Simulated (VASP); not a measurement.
# Al (Fm-3m) in VASP: notebook

Runs on Al. Level: PBEsol. Tasks: single point, relaxation of cell and atoms.

All numbers are computed with VASP 6.6.1; they aren't measurements. Logs are shortened: lines on timing, memory, paths and dates and some standing lists are left out, and cuts for length are marked.

## 1. The cell of the first run

The structure is cubic, space group Fm-3m (No. 225). The conventional cell has a = 3.987 Å, b = 3.987 Å, c = 3.987 Å, α = 90.00°, β = 90.00°, γ = 90.00°. Within 3.7 Å of Al (site symmetry m-3m) lie 12 Al at 2.82 Å.

## 2. Single point, PBEsol

Input file INCAR:

```
PREC     = Accurate       # precision mode
ENCUT    = 520            # plane-wave cutoff, eV
EDIFF    = 1E-6           # SCF threshold, eV
ISMEAR   = -1             # smearing method
SIGMA    = 0.05           # smearing width, eV
LREAL    = F              # projectors in reciprocal space
LASPH    = T              # aspherical terms in the spheres
NELM     = 80             # most SCF steps
ALGO     = Fast           # electronic algorithm
ISIF     = 2              # what is computed and relaxed
LWAVE    = F              # write WAVECAR
LCHARG   = F              # write CHGCAR
GGA      = PS             # functional
NBANDS   = 8              # bands
```

Input file KPOINTS:

```
regular mesh
0
Gamma
  11 11 11
```

Input file POSCAR:

```
Al
1.0
    0.0000000000      1.9934275022      1.9934275022
    1.9934275022      0.0000000000      1.9934275022
    1.9934275022      1.9934275022      0.0000000000
Al
1
Direct
    0.0000000000      0.0000000000      0.0000000000
```

Potentials or basis: VASP PAW PBE potentials, release 64 (Al).

The run is started by

```sh
$ cat potpaw_PBE.64/Al/POTCAR > POTCAR
$ mpirun -np 1 vasp_std > vasp.out
```

OUTCAR:

```text
PREC = Accurate
   ENCUT = 520
   EDIFF = 1E-6
   ISMEAR = -1
   LREAL = F
   LASPH = T
   NELM = 80
   ISIF = 2
   GGA = PS

 ion  position               nearest neighbor table
   1  0.000  0.000  0.000-

  LATTYP: Found a face centered cubic cell.
 ALAT       =     3.9868550044

  Lattice vectors:

 A1 = (   0.0000000000,   1.9934275022,   1.9934275022)
 A2 = (   1.9934275022,   0.0000000000,   1.9934275022)
 A3 = (   1.9934275022,   1.9934275022,   0.0000000000)

Analysis of symmetry for initial positions (statically):
=====================================================================
 Subroutine PRICEL returns:
 Original cell was already a primitive cell.

 Routine SETGRP: Setting up the symmetry group for a
 face centered cubic supercell.

 Subroutine GETGRP returns: Found 48 space group operations
[... 9 lines left out ...]

 Routine SETGRP: Setting up the symmetry group for a
 face centered cubic supercell.

 Subroutine GETGRP returns: Found 48 space group operations
 (whereof 48 operations were pure point group operations)
 out of a pool of 48 trial point group operations.

The dynamic configuration has the point symmetry O_h .

 Subroutine INISYM returns: Found 48 space group operations
 (whereof 48 operations are pure point group operations),
 and found     1 'primitive' translations

----------------------------------------------------------------------------------------

                                     Primitive cell

  volume of cell :      15.8428

  direct lattice vectors                    reciprocal lattice vectors
     0.000000000  1.993427502  1.993427502    -0.250824271  0.250824271  0.250824271
     1.993427502  0.000000000  1.993427502     0.250824271 -0.250824271  0.250824271
     1.993427502  1.993427502  0.000000000     0.250824271  0.250824271 -0.250824271

  length of vectors
     2.819132209  2.819132209  2.819132209     0.434440381  0.434440381  0.434440381

  position of ions in fractional coordinates (direct lattice)
     0.000000000  0.000000000  0.000000000

  ion indices of the primitive-cell ions
   primitive index   ion index
                 1           1

----------------------------------------------------------------------------------------

 KPOINTS: regular mesh

Automatic generation of k-mesh.
 Grid dimensions read from file:
 generate k-points for:   11   11   11

 Generating k-lattice:

  Cartesian coordinates                     Fractional coordinates (reciprocal lattice)
    -0.022802206  0.022802206  0.022802206     0.090909091  0.000000000  0.000000000
     0.022802206 -0.022802206  0.022802206     0.000000000  0.090909091  0.000000000
     0.022802206  0.022802206 -0.022802206     0.000000000  0.000000000  0.090909091

  Length of vectors
     0.039494580  0.039494580  0.039494580

  Shift w.r.t. Gamma in fractional coordinates (k-lattice)
     0.000000000  0.000000000  0.000000000

 Subroutine IBZKPT returns following result:
 ===========================================

 Found     56 irreducible k-points:

 Following reciprocal coordinates:
            Coordinates               Weight
  0.000000  0.000000  0.000000      1.000000
  0.090909  0.000000  0.000000      8.000000
  0.181818  0.000000  0.000000      8.000000
  0.272727  0.000000  0.000000      8.000000
  0.363636  0.000000  0.000000      8.000000
  0.454545  0.000000  0.000000      8.000000
[... 16 lines left out ...]
 -0.272727  0.181818  0.000000     24.000000
 -0.181818  0.181818  0.000000     12.000000
 [... further k-points ...]
   k-points           NKPTS =     56   k-points in BZ     NKDIM =     56   number of bands    NBANDS=      8
   number of dos      NEDOS =    301   number of ions     NIONS =      1
   total plane-waves  NPLWV =  13824
   dimension x,y,z NGX =    24 NGY =   24 NGZ =   24
   dimension x,y,z NGXF=    48 NGYF=   48 NGZF=   48
   ions per type =               1
   NGX,Y,Z   is equivalent  to a cutoff of  14.15, 14.15, 14.15 a.u.
   NGXF,Y,Z  is equivalent  to a cutoff of  28.31, 28.31, 28.31 a.u.
 SYSTEM =  unknown system
   PREC   = accura    normal or accurate (medium, high low for compatibility)
   ISTART =      0    job   : 0-new  1-cont  2-samecut
   ICHARG =      2    charge: 1-file 2-atom 10-const
   ISPIN  =      1    spin polarized calculation?
   LNONCOLLINEAR =      F non collinear calculations
   LSORBIT =      F    spin-orbit coupling
   LASPH  =      T    aspherical Exc in radial PAW
   ENCUT  =  520.0 eV  38.22 Ry    6.18 a.u.   5.24  5.24  5.24*2*pi/ulx,y,z
   NELM   =     80;   NELMIN=  2; NELMDL= -5     # of ELM steps
   EDIFF  = 0.1E-05   stopping-criterion for ELM
   LREAL  =      F    real-space projection
   EDIFFG = 0.1E-04   stopping-criterion for IOM
   NSW    =      0    number of steps for IOM
   IBRION =     -1    ionic relax: 0-MD 1-quasi-New 2-CG
   NFREE  =      0    steps in history (QN), initial steepest desc. (CG)
   ISIF   =      2    stress and relaxation
   ISYM   =      2    0-nonsym 1-usesym 2-fastsym
   POTIM  = 0.5000    time-step for ionic-motion
   TEBEG  =    0.0;   TEEND  =   0.0 temperature during run
   PSTRESS=    0.0 pullay stress
   NELECT =       3.0000    total number of electrons
   NUPDOWN=      -1.0000    fix difference up-down
   EMIN   =  10.00;   EMAX   =-10.00  energy-range for DOS
   EFERMI =   0.00;   METHOD = LEGACY
   ISMEAR =    -1;   SIGMA  =   0.05  broadening in eV -4-tet -1-fermi 0-gaus
   EFERMI_NEDOS =   21; number of points for ismear=-14 and -15
   IALGO  =     68    algorithm
   IMIX   =      4    mixing-type and parameters
     AMIX     =   0.40;   BMIX     =  1.00
     AMIX_MAG =   1.60;   BMIX_MAG =  1.00
  volume/ion in A,a.u.               =      15.84       106.91
  Fermi-wavevector in a.u.,A,eV,Ry     =   0.940094  1.776521 12.024523  0.883778
  Thomas-Fermi vector in A             =   2.067472
   LORBIT       =      0    0 simple, 1 ext, 2 COOP (PROOUT), +10 PAW based schemes
   GGA     = PS    functional components
   LHFCALC =     F    Hartree Fock is set to
   AEXX    =    0.0000 exact exchange contribution
   IVDW    =     0    specifies the selected vdW correction
   LEPSILON=     F    determine dielectric tensor
   LRPA    =     F    only Hartree local field effects (RPA)
 non-spin polarized calculation
 RMM-DIIS sequential band-by-band and
  energy-cutoff  :      520.00
  volume of cell :       15.84
 maximum number of plane-waves:       440
 NGX is ok and might be reduce to    24
   NGX = 11   NGY = 11   NGZ = 11

 number of electron       3.0000000 magnetization

 Free energy of the ion-electron system (eV)
  ---------------------------------------------------
  ext. energy  EPLUGINS =         0.00000000
  ---------------------------------------------------
  free energy    TOTEN  =        -4.09950970 eV

  energy without entropy =       -4.09561551  energy(sigma->0) =       -4.09756260

 E-fermi :   8.3776     XC(G=0): -10.4059

 val. band max:        8.3435693746   @ k =  -0.4545   0.3636   0.0000
 cond. band min:       8.4098886353   @ k =   0.4545   0.1818   0.0909
 fundamental gap:      0.0663192607
 Fermi energy:         8.3776134719

 k-point     1 :       0.0000    0.0000    0.0000
  band No.  band energies     occupation
      1      -3.0341      2.00000
      2      21.2005      0.00000
      3      21.2005      0.00000
      4      21.2005      0.00000
      5      23.0054      0.00000
      6      23.0054      0.00000
      7      23.0054      0.00000
      8      25.1616      0.00000

 k-point     2 :       0.0909    0.0000    0.0000
  band No.  band energies     occupation
      1      -2.8035      2.00000
      2      18.2860      0.00000
      3      20.6163      0.00000
      4      20.6163      0.00000
      5      23.5812      0.00000
      6      23.9463      0.00000
      7      23.9463      0.00000
      8      27.0457      0.00000

 k-point     3 :       0.1818    0.0000    0.0000
  band No.  band energies     occupation
      1      -2.1140      2.00000
      2      14.5564      0.00000
      3      19.9007      0.00000
      4      19.9007      0.00000
      5      23.3097      0.00000
      6      24.7337      0.00000
      7      24.7337      0.00000
      8      26.1666      0.00000

 k-point     4 :       0.2727    0.0000    0.0000
  band No.  band energies     occupation
      1      -0.9726      2.00000
      2      11.0464      0.00000
      3      19.4943      0.00000
      4      19.4943      0.00000
      5      23.0751      0.00000
      6      23.0897      0.00000
      7      23.0897      0.00000
      8      27.2059      0.00000

 k-point     5 :       0.3636    0.0000    0.0000
  band No.  band energies     occupation
      1       0.6094      2.00000
      2       7.8648      1.99993
      3      19.4518      0.00000
      4      19.4518      0.00000
      5      21.6255      0.00000
      6      21.6255      0.00000
      7      23.1342      0.00000
      8      25.6905      0.00000
[... 177 lines left out ...]
 k-point    22 :      -0.3636    0.1818    0.0000
  band No.  band energies     occupation
      1       2.6878      2.00000
      2       6.6929      2.00000
      3      13.1925      0.00000
      4      17.6921      0.00000
      5      19.6340      0.00000
      6      24.2064      0.00000
      7      26.9615      0.00000
      8      29.9068      0.00000

 k-point    23 :      -0.2727    0.1818    0.0000
  band No.  band energies     occupation
      1       0.8336      2.00000
      2       9.5416      0.00000
      3      13.0634      0.00000
      4      18.9385      0.00000
      5      20.9655      0.00000
      6      23.9513      0.00000
      7      26.5008      0.00000
      8      27.0036      0.00000

 k-point    24 :      -0.1818    0.1818    0.0000
  band No.  band energies     occupation
      1      -0.5942      2.00000
      2      12.2587      0.00000
      3      13.8366      0.00000
      4      20.5669      0.00000
      5      22.6258      0.00000
      6      23.5838      0.00000
      7      24.9148      0.00000
      8      25.8634      0.00000

 [... further k-points ...]
[... 5 lines left out ...]
  --------------------------------------------------------------------------------------
  -------------------------------------------------------------------------------------
  Total        0.2018280      0.2018280      0.2018280      0.0000000      0.0000000     -0.0000000
  in kB       20.4108252     20.4108252     20.4108252      0.0000000      0.0000000     -0.0000000
  external PRESSURE =      20.4108252 kB  Pullay stress =       0.0000000 kB

 VOLUME and BASIS-vectors are now :
 -----------------------------------------------------------------------------
  energy-cutoff  :      520.00
  volume of cell :       15.84
      direct lattice vectors                 reciprocal lattice vectors
     0.000000000  1.993427502  1.993427502    -0.250824271  0.250824271  0.250824271
     1.993427502  0.000000000  1.993427502     0.250824271 -0.250824271  0.250824271
     1.993427502  1.993427502  0.000000000     0.250824271  0.250824271 -0.250824271

 POSITION                                       TOTAL-FORCE (eV/Angst)
 -----------------------------------------------------------------------------------
      0.00000      0.00000      0.00000         0.000000      0.000000      0.000000
 -----------------------------------------------------------------------------------
    total drift:                                0.000000     -0.000000     -0.000000

  FREE ENERGIE OF THE ION-ELECTRON SYSTEM (eV)
  ---------------------------------------------------
  free  energy   TOTEN  =        -4.0995096977 eV

  energy  without entropy=       -4.0956155067  energy(sigma->0) =       -4.09756260
```

Wall time 20 s (1 thread of AMD EPYC 7R13, shared host); peak memory 0.1 GiB.

Results:

```
Free energy : -4.0995 eV
Pressure    : 2.0 GPa
```

Caveat: the PAW data sets were made with another functional, which shifts forces and pressure a little.

(Continued in part 2 of 2.)
